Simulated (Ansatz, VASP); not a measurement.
# Re in VASP and in Ansatz

```xyz
3
Lattice="1.4116 0.8150 6.6986 -1.4116 0.8150 6.6986 0.0000 -1.6300 6.6986" Properties=species:S:1:pos:R:3 pbc="T T T"
Re    0.0000    0.0000    0.0000
Re    0.0000    0.0000    4.4648
Re    0.0000    0.0000   15.6311
```

Change from the starting cell: equal xx and yy strain of +2 %, crystal datasets.

Alike in both runs: task electric field gradients; functional PBE; k mesh 15 × 15 × 15; occupations fermi-dirac, width 0.05 eV; no spin polarisation.

```csv
,VASP,Ansatz
version,VASP 6.6.1,Ansatz 0.2.0
potentials or method,"VASP PAW PBE potentials, release 64 (Re), cutoff 520 eV","all-electron PAW with datasets made for the crystal, scalar-relativistic"
```

|  | VASP | Ansatz | Ansatz less VASP |
| --- | --- | --- | --- |
| pressure (GPa) | -10.7 | -10.0 | +0.79 |
| traceless stress, the component that is largest in VASP (GPa) | 4.51 | 4.67 | +0.158 |
| rms of the force components (eV/Å) | 0.017 | 0.021 | +0.0035 |
| size of Vzz on the site where it differs most (V/Å²) | 69.0 | 48.7 | -20.34 |

Atom by atom the forces differ by 0.004 eV/Å (rms over components). Ansatz ran all-electron here, and VASP with PAW potentials.

Neither program's run includes spin-orbit coupling.
